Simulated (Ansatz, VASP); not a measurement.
## I in VASP and in Ansatz

```
CELL_PARAMETERS angstrom
0.00000 3.50395 3.50395
3.50395 0.00000 3.50395
3.50395 3.50395 0.00000
ATOMIC_POSITIONS crystal
I 0.87500 0.87500 0.87500
I 0.12500 0.12500 0.12500
```

Change from the starting cell: volume scaled by 0.8, LAPW.

Alike in both runs: task single point; functional LDA; k mesh 11 × 11 × 11; occupations fermi-dirac, width 0.08 eV; no spin polarisation.

```csv
,VASP,Ansatz
version,VASP 6.6.1,Ansatz 0.2.0
potentials or method,"VASP PAW LDA potentials, release 64 (I), cutoff 520 eV","all-electron LAPW, scalar-relativistic"
```

|  | VASP | Ansatz | Ansatz less VASP |
| --- | --- | --- | --- |
| pressure (GPa) | 6.0 | 6.0 | 0.00 |

LDA's correlation is that of Perdew and Zunger in VASP and of Perdew and Wang (1992) in Ansatz. Ansatz ran all-electron here, and VASP with PAW potentials.

Spin-orbit coupling is off throughout.
